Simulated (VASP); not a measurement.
A run of VASP 6.6.1:

Contents of INCAR:

```
  PREC = Accurate
  ENCUT = 520
  EDIFF = 1E-6
  ISMEAR = -1
  SIGMA = 0.05
  LREAL = False
  LASPH = True
  NELM = 60
  ALGO = Normal
  ISIF = 2
  LWAVE = False
  LCHARG = False
  GGA = CA
  NBANDS = 16
```

File KPOINTS:

```
regular mesh
0
Gamma
  7 7 3
```

The input POSCAR:

```
BN
1.0
    2.4982400000      0.0000000000      0.0000000000
   -1.2491200000      2.1635393048      0.0000000000
    0.0000000000      0.0000000000      6.6357000000
N B
2 2
Direct
    0.6666666667      0.3333333333      0.2500000000
    0.3333333333      0.6666666667      0.7500000000
    0.6666666667      0.3333333333      0.7500000000
    0.3333333333      0.6666666667      0.2500000000
```

Potentials or basis: VASP PAW LDA potentials, release 64 (N, B).

Run with:

```console
$ cat potpaw_LDA.64/N/POTCAR potpaw_LDA.64/B/POTCAR > POTCAR
$ mpirun -np 1 vasp_std > vasp.out
```

Hardware: 1 thread of AMD EPYC 7R13 (shared host).

Question: How long does it take, and how much memory?

Answer: It took 10 s on 1 thread of AMD EPYC 7R13 (shared host), peak memory 0.1 GiB. Counts: scf iterations 12, k points 16.
